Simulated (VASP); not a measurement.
Crystal: Si.

```
Si
1.0
     3.91764    0.00000    0.00000
    -1.95882    3.39278    0.00000
     0.00000    0.00000    2.84824
Si
2
Direct
  0.66667 0.33333 0.11181
  0.33333 0.66667 0.88819
```

```yaml
Program: VASP 6.6.1
Task: relaxation of cell and atoms
Functional: PBE
Potentials_or_basis: VASP PAW PBE potentials, release 64 (Si)
Cutoff: 600 eV
k_mesh: 18 × 18 × 20
Occupations: gaussian, width 0.1 eV
Spin: no spin polarisation
```

At the start: pressure -0.2 GPa; volume 18.93 Å³/atom.

Q: Where does the relaxation end?

A: Over 45 steps the energy falls by 36.3 meV/atom and the volume is 19.49 Å³/atom (+3.0 %); space group P6/mmm (No. 191, to 0.05 Å).

Step by step:
| step | energy change (eV) | largest force (eV/Å) | pressure (GPa) | volume (Å³) |
| --- | --- | --- | --- | --- |
| 1 | 0.0000 | 0.0163 | -0.21 | 37.86 |
| 3 | -0.0008 | 0.0263 | 0.18 | 37.59 |
| 5 | -0.0012 | 0.0516 | -0.02 | 37.67 |
| 7 | -0.0015 | 0.0852 | -0.37 | 37.85 |
| 9 | -0.0026 | 0.1147 | -0.49 | 37.96 |
| 11 | -0.0140 | 0.2161 | -1.03 | 38.39 |
| 13 | -0.0245 | 0.2561 | -1.26 | 38.65 |
| 15 | -0.0249 | 0.2606 | -1.29 | 38.70 |
| 17 | -0.0255 | 0.2608 | -1.24 | 38.73 |
| 19 | -0.0255 | 0.2608 | -1.22 | 38.74 |
| 21 | -0.0275 | 0.2525 | -1.05 | 38.67 |
| 23 | -0.0347 | 0.2160 | -0.25 | 38.36 |
| 25 | -0.0389 | 0.0839 | 3.30 | 37.16 |
| 27 | -0.0465 | 0.1230 | 1.62 | 37.78 |
| 29 | -0.0559 | 0.0470 | -0.29 | 39.16 |
| 31 | -0.0630 | 0.0724 | -0.38 | 39.08 |
| 33 | -0.0693 | 0.0576 | -0.48 | 39.17 |
| 35 | -0.0707 | 0.0403 | 0.22 | 38.86 |
| 37 | -0.0716 | 0.0286 | 0.00 | 38.98 |
| 39 | -0.0719 | 0.0239 | -0.17 | 39.07 |
| 41 | -0.0723 | 0.0113 | -0.12 | 39.05 |
| 43 | -0.0724 | 0.0069 | 0.08 | 38.96 |
| 45 | -0.0725 | 0.0044 | 0.05 | 38.98 |

Final structure:
```xyz
2
Lattice="4.1204 0.0000 0.0000 -2.0602 3.5684 0.0000 0.0000 0.0000 2.6508" Properties=species:S:1:pos:R:3 pbc="T T T"
Si    2.0602    1.1895    0.0045
Si    0.0000    2.3789    2.6463
```
